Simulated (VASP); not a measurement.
A run of VASP 6.6.1:

File INCAR:

```
SYSTEM = Ta
PREC     = Accurate       ! precision mode
ENCUT    = 520            ! plane-wave cutoff, eV
EDIFF    = 1E-6           ! SCF threshold, eV
ISMEAR   = -1             ! smearing method
SIGMA    = 0.05           ! smearing width, eV
LREAL    = .False.        ! projectors in reciprocal space
LASPH    = .True.         ! aspherical terms in the spheres
NELM     = 100            ! most SCF steps
ALGO     = Normal         ! electronic algorithm
ISIF     = 2              ! what is computed and relaxed
LWAVE    = .False.        ! write WAVECAR
LCHARG   = .False.        ! write CHGCAR
GGA      = PS             ! functional
NBANDS   = 12             ! bands
```

File KPOINTS:

```
regular mesh
0
Gamma
  11 11 11
  0 0 0
```

The input POSCAR:

```
Ta
1.0
   -1.6270674281      1.6270674281      1.6270674281
    1.6270674281     -1.6270674281      1.6270674281
    1.6270674281      1.6270674281     -1.6270674281
Ta
1
Direct
    0.0000000000      0.0000000000      0.0000000000
```

Potentials or basis: VASP PAW PBE potentials, release 64 (Ta_pv).

Command:

```bash
$ cat potpaw_PBE.64/Ta_pv/POTCAR > POTCAR
$ mpirun -np 1 vasp_std > vasp.out
```

Hardware: 1 thread of AMD EPYC 7R13 Processor (Zen 3) (shared host).

Problem. How long does it take, and how much memory?

Solution. Wall time 10 s on 1 thread of AMD EPYC 7R13 Processor (Zen 3), with other jobs on the host, peak memory 0.11 GiB. Counts: scf iterations 11, k points 56.
